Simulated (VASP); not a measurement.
BN, 2 atoms in the cell. It takes space group F-43m (No. 216, cubic). The conventional cell has a = 3.626 Å, b = 3.626 Å, c = 3.626 Å, α = 90.00°, β = 90.00°, γ = 90.00°. Within 2.1 Å of B (site symmetry -43m) lie 4 N at 1.57 Å. Within 2.1 Å of N (site symmetry -43m) lie 4 B at 1.57 Å. 

```yaml
Program: VASP 6.6.1
Task: single point
Functional: PBE
Potentials_or_basis: VASP PAW PBE potentials, release 64 (B, N)
Cutoff: 600 eV
k_mesh: 12 × 12 × 12
Occupations: gaussian, width 0.0680285 eV
Spin: no spin polarisation
Dipole_correction: no
Charge: 1
Further_INCAR_settings: ALGO = Normal; EDIFF = 1e-06; NBANDS = 11; NELECT = 7.0
```

Potentials or basis: VASP PAW PBE potentials, release 64 (B, N).

Command:

```console
$ cat potpaw_PBE.64/B/POTCAR potpaw_PBE.64/N/POTCAR > POTCAR
$ mpirun -np 1 vasp_std > vasp.out
```

Hardware: 1 thread of Intel Xeon 8259CL (shared host).

How long does it take, and how much memory?

Run time: 12 s on 1 thread of Intel Xeon 8259CL, with other jobs on the host, peak memory 0.13 GiB. Counts: scf iterations 13, k points 72.
